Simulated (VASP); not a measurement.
# Mg (Im-3m) in VASP: notebook, part 2 of 2

VASP 6.6.1. The steps go on from the part before.

### Step 4. Electric field gradients, LDA (volume scaled by 0.94)

INCAR

```
PREC = Accurate
ENCUT = 520
EDIFF = 1E-8
ISMEAR = -1
SIGMA = 0.03
LREAL = False
LASPH = True
NELM = 80
ALGO = Normal
ISIF = 2
LWAVE = False
LCHARG = False
LEFG = True
NBANDS = 7
```

KPOINTS

```
Automatic mesh
0
Gamma
  19 19 19
```

POSCAR

```
Mg
1.0
   -1.4463588895      1.4463588895      1.4463588895
    1.4463588895     -1.4463588895      1.4463588895
    1.4463588895      1.4463588895     -1.4463588895
Mg
1
Direct
    0.0000000000      0.0000000000      0.0000000000
```

Potentials or basis: VASP PAW LDA potentials, release 64 (Mg).

On the command line:

```sh
$ cat potpaw_LDA.64/Mg/POTCAR > POTCAR
$ mpirun -np 1 vasp_std > vasp.out
```

OUTCAR:

```text
PREC = Accurate
   ENCUT = 520
   EDIFF = 1E-8
   ISMEAR = -1
   LREAL = False
   LASPH = True
   NELM = 80
   ISIF = 2

 ion  position               nearest neighbor table
   1  0.000  0.000  0.000-

  LATTYP: Found a body centered cubic cell.
 ALAT       =     2.8927177790

  Lattice vectors:

 A1 = (  -1.4463588895,   1.4463588895,   1.4463588895)
 A2 = (   1.4463588895,  -1.4463588895,   1.4463588895)
 A3 = (   1.4463588895,   1.4463588895,  -1.4463588895)

Analysis of symmetry for initial positions (statically):
=====================================================================
 Subroutine PRICEL returns:
 Original cell was already a primitive cell.

 Routine SETGRP: Setting up the symmetry group for a
 body centered cubic supercell.

 Subroutine GETGRP returns: Found 48 space group operations
 (whereof 48 operations were pure point group operations)
 out of a pool of 48 trial point group operations.

The static configuration has the point symmetry O_h .

Analysis of symmetry for dynamics (positions and initial velocities):
=====================================================================
 Subroutine PRICEL returns:
 Original cell was already a primitive cell.

 Routine SETGRP: Setting up the symmetry group for a
 body centered cubic supercell.

 Subroutine GETGRP returns: Found 48 space group operations
 (whereof 48 operations were pure point group operations)
 out of a pool of 48 trial point group operations.

The dynamic configuration has the point symmetry O_h .

 Subroutine INISYM returns: Found 48 space group operations
[... 143 lines left out ...]

 val. band max:        6.9613528514   @ k =   0.3684   0.1579   0.1053
 cond. band min:       6.9658849683   @ k =  -0.4737  -0.4737   0.2632
 fundamental gap:      0.0045321169
 Fermi energy:         6.9643603481

 k-point     1 :       0.0000    0.0000    0.0000
  band No.  band energies     occupation
      1      -3.2335      2.00000
      2      24.7151      0.00000
      3      24.7151      0.00000
      4      24.7151      0.00000
      5      27.6817      0.00000
      6      27.6817      0.00000
      7      29.6883      0.00000
[... 221 lines left out ...]
 k-point    24 :       0.3158    0.1053    0.0000
  band No.  band energies     occupation
      1       1.7397      2.00000
      2      10.1175      0.00000
      3      16.4116      0.00000
      4      21.8552      0.00000
      5      23.8327      0.00000
      6      27.8795      0.00000
      7      31.6193      0.00000

 [... further k-points ...]
[... 5 lines left out ...]
  --------------------------------------------------------------------------------------
  -------------------------------------------------------------------------------------
  Total        5.3492388      5.3492388      5.3492388      0.0000000      0.0000000      0.0000000
  in kB      708.1322460    708.1322460    708.1322460      0.0000000      0.0000000      0.0000000
  external PRESSURE =     708.1322460 kB  Pullay stress =       0.0000000 kB

 VOLUME and BASIS-vectors are now :
 -----------------------------------------------------------------------------
  energy-cutoff  :      520.00
  volume of cell :       12.10
      direct lattice vectors                 reciprocal lattice vectors
    -1.446358889  1.446358889  1.446358889     0.000000000  0.345695666  0.345695666
     1.446358889 -1.446358889  1.446358889     0.345695666  0.000000000  0.345695666
     1.446358889  1.446358889 -1.446358889     0.345695666  0.345695666  0.000000000

 POSITION                                       TOTAL-FORCE (eV/Angst)
 -----------------------------------------------------------------------------------
      0.00000      0.00000      0.00000         0.000000      0.000000      0.000000
 -----------------------------------------------------------------------------------
    total drift:                                0.000000      0.000000      0.000000

  FREE ENERGIE OF THE ION-ELECTRON SYSTEM (eV)
  ---------------------------------------------------
  free  energy   TOTEN  =        -0.5027166695 eV

  energy  without entropy=       -0.5017495543  energy(sigma->0) =       -0.50223311

 Electric field gradients (V/A^2)
---------------------------------------------------------------------
 ion       V_xx      V_yy      V_zz      V_xy      V_xz      V_yz
---------------------------------------------------------------------
   1      -0.000     0.000    -0.000     0.000     0.000     0.000
---------------------------------------------------------------------

 Electric field gradients after diagonalization (V/A^2)
 (convention: |V_zz| > |V_xx| > |V_yy|)
----------------------------------------------------------------------
 ion       V_xx      V_yy      V_zz     asymmetry (V_yy - V_xx)/ V_zz
----------------------------------------------------------------------
   1      -0.000    -0.000     0.000       0.000
----------------------------------------------------------------------

           NMR quadrupolar parameters

 Cq : quadrupolar parameter    Cq=e*Q*V_zz/h
 eta: asymmetry parameters     (V_yy - V_xx)/ V_zz
 Q  : nuclear electric quadrupole moment in mb (millibarn)
----------------------------------------------------------------------
 ion       Cq(MHz)       eta       Q (mb)
----------------------------------------------------------------------
   1       0.000       0.000       1.000
----------------------------------------------------------------------
```

OSZICAR:

```text
N       E                     dE             d eps       ncg     rms          rms(c)
DAV:   1     0.480717275145E+00    0.48072E+00   -0.93555E+02  3472   0.205E+02
DAV:   2    -0.557560107591E+00   -0.10383E+01   -0.99217E+00  4291   0.153E+01
DAV:   3    -0.560118388675E+00   -0.25583E-02   -0.25582E-02  3661   0.855E-01
DAV:   4    -0.560121038121E+00   -0.26494E-05   -0.26492E-05  4389   0.214E-02
DAV:   5    -0.560121042131E+00   -0.40097E-08   -0.42621E-08  3773   0.553E-04    0.782E-01
DAV:   6    -0.524190109511E+00    0.35931E-01   -0.55465E-04  3465   0.150E-01    0.498E-01
DAV:   7    -0.502952619072E+00    0.21237E-01   -0.13197E-03  3276   0.234E-01    0.205E-02
DAV:   8    -0.502735023457E+00    0.21760E-03   -0.32220E-05  3801   0.359E-02    0.640E-03
DAV:   9    -0.502717377622E+00    0.17646E-04   -0.68984E-06  3528   0.161E-02    0.812E-04
DAV:  10    -0.502716710690E+00    0.66693E-06   -0.83181E-08  3619   0.181E-03    0.198E-04
DAV:  11    -0.502716670373E+00    0.40317E-07   -0.78340E-09  3983   0.565E-04    0.938E-06
DAV:  12    -0.502716669504E+00    0.86827E-09   -0.27600E-11  1701   0.318E-05
   1 F= -.50271667E+00 E0= -.50223311E+00  d E =-.967115E-03
```

stdout:

```text
POSCAR found type information on POSCAR Mg
 POSCAR found :  1 types and       1 ions
 scaLAPACK will be used
 LDA part: xc-table for (Slater(with rela. corr.)+CA(PZ))
 , standard interpolation
 POSCAR, INCAR and KPOINTS ok, starting setup
 FFT: planning ... GRIDC
 FFT: planning ... GRID_SOFT
 FFT: planning ... GRID
 WAVECAR not read
 entering main loop
ion   1
```

It took 9.5 s on 1 thread of Intel Xeon Platinum 8559C (Emerald Rapids), shared host; peak memory 0.13 GiB.

What came out:

```
Free energy            : -0.5027 eV
Pressure               : 70.8 GPa
Band gap on the k mesh : zero (band 1 reaches 10.27 eV, above the bottom of band 2 at 6.03 eV)
```

Levels at points of the mesh, in eV from the Fermi level:
```tsv
k point	band 1	band 2	band 3	band 4	band 5
(0.00, 0.00, 0.00)	-10.20	17.75	17.75	17.75	20.72
```

Caveat: without QUAD_EFG the Cq values of the log hold for a quadrupole moment of 1 mb, not for the nuclei.

### Step 5. Electric field gradients, LDA (volume scaled by 0.98)

INCAR

```
SYSTEM = Mg
  PREC = Accurate
  ENCUT = 520
  EDIFF = 1E-8
  ISMEAR = -1
  SIGMA = 0.03
  LREAL = .False.
  LASPH = .True.
  NELM = 60
  ALGO = Normal
  ISIF = 2
  LWAVE = .False.
  LCHARG = .False.
  GGA = CA
  LEFG = .True.
  NBANDS = 7
```

KPOINTS

```
Automatic mesh
0
Gamma
  19 19 19
  0 0 0
```

POSCAR

```
Mg
1.0
   -1.4665903054      1.4665903054      1.4665903054
    1.4665903054     -1.4665903054      1.4665903054
    1.4665903054      1.4665903054     -1.4665903054
Mg
1
Direct
    0.0000000000      0.0000000000      0.0000000000
```

Potentials or basis: VASP PAW LDA potentials, release 64 (Mg).

On the command line:

```sh
$ cat potpaw_LDA.64/Mg/POTCAR > POTCAR
$ mpirun -np 1 vasp_std > vasp.out
```

OUTCAR:

```text
SYSTEM = Mg
   PREC = Accurate
   ENCUT = 520
   EDIFF = 1E-8
   ISMEAR = -1
   LREAL = .False.
   LASPH = .True.
   NELM = 60
   ISIF = 2
   GGA = CA

 ion  position               nearest neighbor table
   1  0.000  0.000  0.000-

  LATTYP: Found a body centered cubic cell.
 ALAT       =     2.9331806108

  Lattice vectors:

 A1 = (  -1.4665903054,   1.4665903054,   1.4665903054)
 A2 = (   1.4665903054,  -1.4665903054,   1.4665903054)
 A3 = (   1.4665903054,   1.4665903054,  -1.4665903054)

Analysis of symmetry for initial positions (statically):
=====================================================================
 Subroutine PRICEL returns:
 Original cell was already a primitive cell.

 Routine SETGRP: Setting up the symmetry group for a
 body centered cubic supercell.

 Subroutine GETGRP returns: Found 48 space group operations
 (whereof 48 operations were pure point group operations)
[... 419 lines left out ...]

 VOLUME and BASIS-vectors are now :
 -----------------------------------------------------------------------------
  energy-cutoff  :      520.00
  volume of cell :       12.62
      direct lattice vectors                 reciprocal lattice vectors
    -1.466590305  1.466590305  1.466590305     0.000000000  0.340926841  0.340926841
     1.466590305 -1.466590305  1.466590305     0.340926841  0.000000000  0.340926841
     1.466590305  1.466590305 -1.466590305     0.340926841  0.340926841  0.000000000

 POSITION                                       TOTAL-FORCE (eV/Angst)
 -----------------------------------------------------------------------------------
      0.00000      0.00000      0.00000         0.000000      0.000000      0.000000
 -----------------------------------------------------------------------------------
    total drift:                                0.000000      0.000000      0.000000

  FREE ENERGIE OF THE ION-ELECTRON SYSTEM (eV)
  ---------------------------------------------------
  free  energy   TOTEN  =        -0.7133468651 eV

  energy  without entropy=       -0.7123806546  energy(sigma->0) =       -0.71286376

 Electric field gradients (V/A^2)
---------------------------------------------------------------------
 ion       V_xx      V_yy      V_zz      V_xy      V_xz      V_yz
---------------------------------------------------------------------
   1       0.000     0.000    -0.000     0.000     0.000     0.000
---------------------------------------------------------------------

 Electric field gradients after diagonalization (V/A^2)
 (convention: |V_zz| > |V_xx| > |V_yy|)
----------------------------------------------------------------------
 ion       V_xx      V_yy      V_zz     asymmetry (V_yy - V_xx)/ V_zz
----------------------------------------------------------------------
   1      -0.000    -0.000     0.000       0.000
----------------------------------------------------------------------

           NMR quadrupolar parameters

 Cq : quadrupolar parameter    Cq=e*Q*V_zz/h
 eta: asymmetry parameters     (V_yy - V_xx)/ V_zz
 Q  : nuclear electric quadrupole moment in mb (millibarn)
----------------------------------------------------------------------
 ion       Cq(MHz)       eta       Q (mb)
----------------------------------------------------------------------
   1       0.000       0.000       1.000
----------------------------------------------------------------------
```

OSZICAR:

```text
N       E                     dE             d eps       ncg     rms          rms(c)
DAV:   1     0.164387138506E+00    0.16439E+00   -0.95930E+02  3626   0.208E+02
DAV:   2    -0.760256082533E+00   -0.92464E+00   -0.88154E+00  4361   0.144E+01
DAV:   3    -0.762565247319E+00   -0.23092E-02   -0.23084E-02  3619   0.791E-01
DAV:   4    -0.762567824685E+00   -0.25774E-05   -0.25769E-05  4445   0.188E-02
DAV:   5    -0.762567828240E+00   -0.35546E-08   -0.39661E-08  3780   0.478E-04    0.759E-01
DAV:   6    -0.731899461816E+00    0.30668E-01   -0.40532E-04  3556   0.127E-01    0.483E-01
DAV:   7    -0.713535915385E+00    0.18364E-01   -0.96071E-04  3269   0.197E-01    0.198E-02
DAV:   8    -0.713360600376E+00    0.17532E-03   -0.25230E-05  3892   0.312E-02    0.604E-03
DAV:   9    -0.713347425149E+00    0.13175E-04   -0.53712E-06  3514   0.140E-02    0.738E-04
DAV:  10    -0.713346886003E+00    0.53915E-06   -0.74487E-08  3647   0.169E-03    0.152E-04
DAV:  11    -0.713346864981E+00    0.21022E-07   -0.37679E-09  3500   0.394E-04    0.932E-06
DAV:  12    -0.713346865096E+00   -0.11553E-09   -0.52642E-11  1736   0.334E-05
   1 F= -.71334687E+00 E0= -.71286376E+00  d E =-.966210E-03
```

It took 12 s on 1 thread of Intel Xeon Platinum 8559C (Emerald Rapids), shared host; peak memory 0.13 GiB.

What came out:

```
Free energy            : -0.7133 eV
Pressure               : 60.5 GPa
Band gap on the k mesh : zero (band 1 reaches 9.91 eV, above the bottom of band 2 at 5.67 eV)
```

Levels at points of the mesh, in eV from the Fermi level:
```
           k point  band 1  band 2  band 3  band 4  band 5  band 6
(0.00, 0.00, 0.00)   -9.97   17.39   17.39   17.39   20.28   20.28
```

Caveat: without QUAD_EFG the Cq values of the log hold for a quadrupole moment of 1 mb, not for the nuclei.

### Step 6. Electric field gradients, LDA (volume scaled by 0.98)

INCAR

```
PREC = Accurate
ENCUT = 520
EDIFF = 1E-8
ISMEAR = -1
SIGMA = 0.03
LREAL = False
LASPH = True
NELM = 60
ALGO = Normal
ISIF = 2
LWAVE = False
LCHARG = False
LEFG = True
NBANDS = 7
```

KPOINTS

```
regular mesh
0
Gamma
  19 19 19
```

POSCAR is that of step 5.

Potentials or basis: VASP PAW LDA potentials, release 64 (Mg).

On the command line:

```sh
$ cat potpaw_LDA.64/Mg/POTCAR > POTCAR
$ mpirun -np 1 vasp_std > vasp.out
```

OUTCAR:

```text
PREC = Accurate
   ENCUT = 520
   EDIFF = 1E-8
   ISMEAR = -1
   LREAL = False
   LASPH = True
   NELM = 60
   ISIF = 2

 ion  position               nearest neighbor table
   1  0.000  0.000  0.000-

  LATTYP: Found a body centered cubic cell.
 ALAT       =     2.9331806108

  Lattice vectors:

 A1 = (  -1.4665903054,   1.4665903054,   1.4665903054)
[... 445 lines left out ...]
 -----------------------------------------------------------------------------------
    total drift:                                0.000000      0.000000      0.000000

  FREE ENERGIE OF THE ION-ELECTRON SYSTEM (eV)
  ---------------------------------------------------
  free  energy   TOTEN  =        -0.7133468651 eV

  energy  without entropy=       -0.7123806546  energy(sigma->0) =       -0.71286376

 Electric field gradients (V/A^2)
---------------------------------------------------------------------
 ion       V_xx      V_yy      V_zz      V_xy      V_xz      V_yz
---------------------------------------------------------------------
   1       0.000     0.000    -0.000     0.000     0.000     0.000
---------------------------------------------------------------------

 Electric field gradients after diagonalization (V/A^2)
 (convention: |V_zz| > |V_xx| > |V_yy|)
----------------------------------------------------------------------
 ion       V_xx      V_yy      V_zz     asymmetry (V_yy - V_xx)/ V_zz
----------------------------------------------------------------------
   1      -0.000    -0.000     0.000       0.000
----------------------------------------------------------------------

           NMR quadrupolar parameters

 Cq : quadrupolar parameter    Cq=e*Q*V_zz/h
 eta: asymmetry parameters     (V_yy - V_xx)/ V_zz
 Q  : nuclear electric quadrupole moment in mb (millibarn)
----------------------------------------------------------------------
 ion       Cq(MHz)       eta       Q (mb)
----------------------------------------------------------------------
   1       0.000       0.000       1.000
----------------------------------------------------------------------
```

OSZICAR:

```text
N       E                     dE             d eps       ncg     rms          rms(c)
DAV:   1     0.164387138506E+00    0.16439E+00   -0.95930E+02  3626   0.208E+02
DAV:   2    -0.760256082533E+00   -0.92464E+00   -0.88154E+00  4361   0.144E+01
DAV:   3    -0.762565247319E+00   -0.23092E-02   -0.23084E-02  3619   0.791E-01
DAV:   4    -0.762567824685E+00   -0.25774E-05   -0.25769E-05  4445   0.188E-02
DAV:   5    -0.762567828240E+00   -0.35546E-08   -0.39661E-08  3780   0.478E-04    0.759E-01
DAV:   6    -0.731899461816E+00    0.30668E-01   -0.40532E-04  3556   0.127E-01    0.483E-01
DAV:   7    -0.713535915385E+00    0.18364E-01   -0.96071E-04  3269   0.197E-01    0.198E-02
DAV:   8    -0.713360600376E+00    0.17532E-03   -0.25230E-05  3892   0.312E-02    0.604E-03
DAV:   9    -0.713347425149E+00    0.13175E-04   -0.53712E-06  3514   0.140E-02    0.738E-04
DAV:  10    -0.713346886003E+00    0.53915E-06   -0.74487E-08  3647   0.169E-03    0.152E-04
DAV:  11    -0.713346864981E+00    0.21022E-07   -0.37679E-09  3500   0.394E-04    0.932E-06
DAV:  12    -0.713346865096E+00   -0.11553E-09   -0.52642E-11  1736   0.334E-05
   1 F= -.71334687E+00 E0= -.71286376E+00  d E =-.966210E-03
```

Wall time 9.9 s (1 thread of Intel Xeon Platinum 8559C (Emerald Rapids), shared host); peak memory 0.13 GiB.

What came out:

```yaml
Free_energy: -0.7133 eV
Pressure: 60.5 GPa
Band_gap_on_the_k_mesh: zero (band 1 reaches 9.91 eV, above the bottom of band 2 at 5.67 eV)
```

Caveat: without QUAD_EFG the Cq values of the log hold for a quadrupole moment of 1 mb, not for the nuclei.

### Step 7. Summary

```csv
cell,gap on the mesh (eV),pressure (GPa)
"a = 2.557 Å, angles 109.5°, 1 atom",none,55.9
"a = 2.505 Å, angles 109.5°, 1 atom",none,70.8
"a = 2.540 Å, angles 109.5°, 1 atom",none,60.5
```

Alike in all rows: task electric field gradients; level LDA; potentials or basis VASP PAW LDA potentials, release 64 (Mg); no spin polarisation; k mesh 19 × 19 × 19; cutoff (eV) 520; smearing fermi-dirac 0.03 eV.

Absolute energies hang on the potentials; compare differences alone.
